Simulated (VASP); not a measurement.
A run of VASP 6.6.1:

The input INCAR:

```
SYSTEM = Ce
PREC     = Accurate       ! precision mode
ENCUT    = 500            ! plane-wave cutoff, eV
EDIFF    = 1E-6           ! SCF threshold, eV
ISMEAR   = -1             ! smearing method
SIGMA    = 0.1            ! smearing width, eV
LREAL    = .False.        ! projectors in reciprocal space
LASPH    = .True.         ! aspherical terms in the spheres
NELM     = 200            ! most SCF steps
ALGO     = Normal         ! electronic algorithm
ISIF     = 2              ! what is computed and relaxed
LWAVE    = .False.        ! write WAVECAR
LCHARG   = .True.         ! write CHGCAR
LELF     = .True.         ! ELF
LVHAR    = .True.       
NBANDS   = 12             ! bands
GGA_COMPAT= .False.      
LMAXMIX  = 6              ! l up to which the mixer works
```

Contents of KPOINTS:

```
regular mesh
0
Gamma
  6 6 6
  0 0 0
```

POSCAR

```
Ce
1.0
    0.0000000000      2.2649297842      2.2649297842
    2.2649297842      0.0000000000      2.2649297842
    2.2649297842      2.2649297842      0.0000000000
Ce
1
Direct
    0.0000000000      0.0000000000      0.0000000000
```

Potentials or basis: VASP PAW LDA potentials, release 64 (Ce).

The run is started by

```console
$ cat potpaw_LDA.64/Ce/POTCAR > POTCAR
$ mpirun -np 1 vasp_std > vasp.out
```

Hardware: 1 thread of AMD EPYC 9R45 96-Core Processor (Zen 5), on a shared host.

Problem. How long does it take, and how much memory?

Solution. Wall time 4.5 s on 1 thread of AMD EPYC 9R45 96-Core Processor (Zen 5), on a shared host, peak memory 0.1 GiB. Counts: scf iterations 15, k points 16.
